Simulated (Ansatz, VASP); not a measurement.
**One calculation of Ir, two programs**

Contents of INCAR:

```
  ALGO = Normal
  EDIFF = 1E-6
  EDIFFG = -0.005
  ENCUT = 600
  GGA = CA
  IBRION = 2
  ISIF = 3
  ISMEAR = 0
  LASPH = T
  LCHARG = F
  LREAL = F
  LWAVE = F
  NELM = 100
  NSW = 100
  PREC = Accurate
  SIGMA = 0.1
```

KPOINTS

```
k-points
0
Gamma
  18 18 18
```

Contents of POSCAR:

```
Ir
1.0
    0.0000000000      1.9156000000      1.9156000000
    1.9156000000      0.0000000000      1.9156000000
    1.9156000000      1.9156000000      0.0000000000
Ir
1
Direct
    0.0000000000      0.0000000000      0.0000000000
```

Input for Ansatz:

```yaml
crystal:
  lattice:
    - [0.0, 1.9156, 1.9156]
    - [1.9156, 0.0, 1.9156]
    - [1.9156, 1.9156, 0.0]
  atoms:
    - { symbol: Ir, position: [0.0, 0.0, 0.0] }
basis:
  ecutwfc: 420
kpoints:
  mp_grid: { grid: [18, 18, 18] }
hamiltonian:
  xc: lda
scf:
  occupations: { method: gaussian, width: 0.1 }
output:
  forces: true
  stress: true
  eigenvalues: true
  write_density: true
  write_potential: true
  elf: true
  volumetric_format: npy
relax:
  adjacent_minimum: "off"
  f_tol: 0.005
  max_steps: 80
  cell: { stress_tol: 0.05 }
```

Alike in both runs: task relaxation of cell and atoms; functional LDA; k mesh 18 × 18 × 18; occupations gaussian, width 0.1 eV; no spin polarisation.

|  | VASP | Ansatz |
| --- | --- | --- |
| version | VASP 6.6.1 | Ansatz 0.2.0 |
| potentials or method | VASP PAW LDA potentials, release 64 (Ir), cutoff 600 eV | scalar-relativistic, plane waves, PAW |
| valence electrons in the cell | 9 | 17 |

|  | VASP | Ansatz | Ansatz less VASP |
| --- | --- | --- | --- |
| gap on the k mesh at the Fermi level, each at its own relaxed structure (eV) | none | none | - |
| relaxed volume (Å³/atom) | 13.93 | 13.84 | -0.092 |
| relaxed cell length with the largest relative difference (Å) | 2.701 | 2.695 | -0.0059 |

LDA's correlation is that of Perdew and Zunger in VASP and of Perdew and Wang (1992) in Ansatz. A gap of «none» marks a metal or a gap that the smearing closes. VASP's potentials hold 9 valence electrons a cell and Ansatz's 17, so a difference there can come from the potentials and not from the codes.

Neither program's run includes spin-orbit coupling.
